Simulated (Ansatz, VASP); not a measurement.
TiAl in VASP and in Ansatz

```
Ti Al
1.0
     2.90328    0.00000    0.00000
     0.00000    2.90328    0.00000
     0.00000    0.00000    3.83436
Ti Al
1 1
Direct
  0.00000 0.00000 0.00000
  0.50000 0.50000 0.50000
```

Alike in both runs: task single point; functional LDA; k mesh 16 × 16 × 16; occupations gaussian, width 0.15 eV; no spin polarisation.

```csv
,VASP,Ansatz
version,VASP 6.6.1,Ansatz 0.2.0
potentials or method,"VASP PAW LDA potentials, release 64 (Ti_sv, Al), cutoff 520 eV","scalar-relativistic, plane waves, PAW"
valence electrons in the cell,15,15
```

|  | VASP | Ansatz | Ansatz less VASP |
| --- | --- | --- | --- |
| gap on the k mesh at the Fermi level (eV) | none | none | - |
| pressure (GPa) | -6.3 | -6.4 | -0.14 |
| traceless stress, the component that is largest in VASP (GPa) | 3.70 | 3.70 | +0.003 |

Ansatz warns that its potentials were made for another functional, while VASP's fit it. LDA's correlation is that of Perdew and Zunger in VASP and of Perdew and Wang (1992) in Ansatz. A gap of «none» marks a metal or a gap that the smearing closes.
